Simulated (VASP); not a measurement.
A run of VASP 6.6.1 is set up as follows.

Contents of INCAR:

```
SYSTEM = AgCl
PREC = Accurate
ENCUT = 520
EDIFF = 1E-8
ISMEAR = -1
SIGMA = 0.02
LREAL = .FALSE.
LASPH = .TRUE.
NELM = 80
ALGO = Normal
ISIF = 2
LWAVE = .FALSE.
LCHARG = .FALSE.
GGA = CA
LEFG = .TRUE.
NBANDS = 16
```

The input KPOINTS:

```
regular mesh
0
G
  8 8 8
  0 0 0
```

File POSCAR:

```
AgCl
1.0
    0.0277315000      2.7870157500      2.7870157500
    2.7870157500      0.0277315000      2.7870157500
    2.7870157500      2.7870157500      0.0277315000
Ag Cl
1 1
Direct
    0.5000000000      0.5000000000      0.5000000000
    0.0000000000      0.0000000000      0.0000000000
```

Potentials or basis: VASP PAW LDA potentials, release 64 (Ag, Cl).

The run is started by

```bash
$ cat potpaw_LDA.64/Ag/POTCAR potpaw_LDA.64/Cl/POTCAR > POTCAR
$ mpirun -np 1 vasp_std > vasp.out
```

**Question.** Predict the band gap on the k mesh.

**Answer.** 0.63 eV, indirect (least direct gap 2.92 eV).

**Question.** Predict the pressure.

**Answer.** -5.6 GPa.

Electric field gradients, principal values (V/Å²):
| atom | least | middle | greatest (by size) |
| --- | --- | --- | --- |
| 1 Ag | 1.109 | 1.109 | -2.219 |
| 2 Cl | -2.318 | -2.318 | 4.635 |

Caveat: the cell differs from its parent crystal (equal xy, yz and zx shear strains of +1 %); without QUAD_EFG the Cq values of the log hold for a quadrupole moment of 1 mb, not for the nuclei. A k mesh can miss the band edges.
